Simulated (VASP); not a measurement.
YSc, 2 atoms in the cell. The structure is hexagonal, space group P-6m2 (No. 187). Conventional cell: a = 3.520 Å, b = 3.520 Å, c = 5.566 Å, α = 90.00°, β = 90.00°, γ = 120.00°. Within 4.5 Å of Y (site symmetry -6m2) lie 6 Sc at 3.45 Å and 6 Y at 3.52 Å. Within 4.5 Å of Sc (site symmetry -6m2) lie 6 Y at 3.45 Å and 6 Sc at 3.52 Å.  This cell differs from its parent crystal: strain +0.000 along x and y, +0.030 along z.

```yaml
Program: VASP 6.6.1
Task: single point
Functional: r2SCAN
Potentials_or_basis: VASP PAW PBE potentials, release 64 (Y_sv, Sc_sv)
Cutoff: 520 eV
k_mesh: 15 × 15 × 10
Occupations: gaussian, width 0.15 eV
Spin: no spin polarisation
Dipole_correction: no
Further_INCAR_settings: ALGO = Normal; EDIFF = 1e-07; NBANDS = 18
```

Potentials or basis: VASP PAW PBE potentials, release 64 (Y_sv, Sc_sv).

Command:

```console
$ cat potpaw_PBE.64/Y_sv/POTCAR potpaw_PBE.64/Sc_sv/POTCAR > POTCAR
$ cp INCAR.step1 INCAR
$ mpirun -np 1 vasp_std > vasp.out
$ cp INCAR.step2 INCAR
$ mpirun -np 1 vasp_std > vasp.out
```

Hardware: 1 thread of Intel(R) Xeon(R) Platinum 8488C (Sapphire Rapids), with other jobs on the host.

Task: How long does it take, and how much memory?

Result: It took 8.5 min on 1 thread of Intel(R) Xeon(R) Platinum 8488C (Sapphire Rapids), with other jobs on the host, peak memory 0.35 GiB. Counts: k points 162.
